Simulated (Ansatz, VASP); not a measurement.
Ti: VASP beside Ansatz

File INCAR:

```
SYSTEM = Ti
PREC = Accurate
ENCUT = 520
EDIFF = 1E-8
ISMEAR = -1
SIGMA = 0.08
LREAL = .False.
LASPH = .True.
NELM = 80
ALGO = Normal
ISIF = 2
LWAVE = .False.
LCHARG = .False.
GGA = PS
LEFG = .True.
NBANDS = 19
```

File KPOINTS:

```
Automatic mesh
0
Gamma
  13 13 7
  0 0 0
```

File POSCAR:

```
Ti
1.0
    3.0078556446      0.0000000000      0.0000000000
   -1.5039278223      2.6048793991      0.0000000000
    0.0000000000      0.0000000000      4.7779056859
Ti
2
Direct
    0.3333333333      0.6666666667      0.2500000000
    0.6666666667      0.3333333333      0.7500000000
```

Input for Ansatz:

```yaml
crystal:
  lattice:
    - [3.0078556446, 0.0, 0.0]
    - [-1.5039278223, 2.6048793991, 0.0]
    - [0.0, 0.0, 4.7779056859]
  atoms:
    - { symbol: Ti, position: [0.3333333333, 0.6666666667, 0.25] }
    - { symbol: Ti, position: [0.6666666667, 0.3333333333, 0.75] }
kpoints:
  mp_grid: { grid: [13, 13, 7] }
scf:
  occupations: { method: fermi_dirac, width: 0.08 }
hamiltonian:
  xc: pbesol
  pseudopotentials: { kind: paw }
output:
  forces: true
  stress: true
  eigenvalues: true
  efg: { contact_densities: true }
```

Change from the starting cell: volume scaled by 1.06, PAW files.

Alike in both runs: task electric field gradients; functional PBEsol; k mesh 13 × 13 × 7; occupations fermi-dirac, width 0.08 eV; no spin polarisation.

|  | VASP | Ansatz |
| --- | --- | --- |
| version | VASP 6.6.1 | Ansatz 0.2.0 |
| potentials or method | VASP PAW PBE potentials, release 64 (Ti_sv) | PAW with Ansatz's default frozen-core files, scalar-relativistic |
| plane-wave cutoff (eV) | 520 | 420 |
| valence electrons in the cell | 24 | 24 |

|  | VASP | Ansatz | Ansatz less VASP |
| --- | --- | --- | --- |
| pressure (GPa) | -11.0 | -10.9 | +0.13 |
| traceless stress, the component that is largest in VASP (GPa) | -0.38 | -0.38 | -0.005 |
| size of Vzz on the site where it differs most (V/Å²) | 14.3 | 15.9 | +1.57 |

VASP's potentials were made for PBE, not for PBEsol.
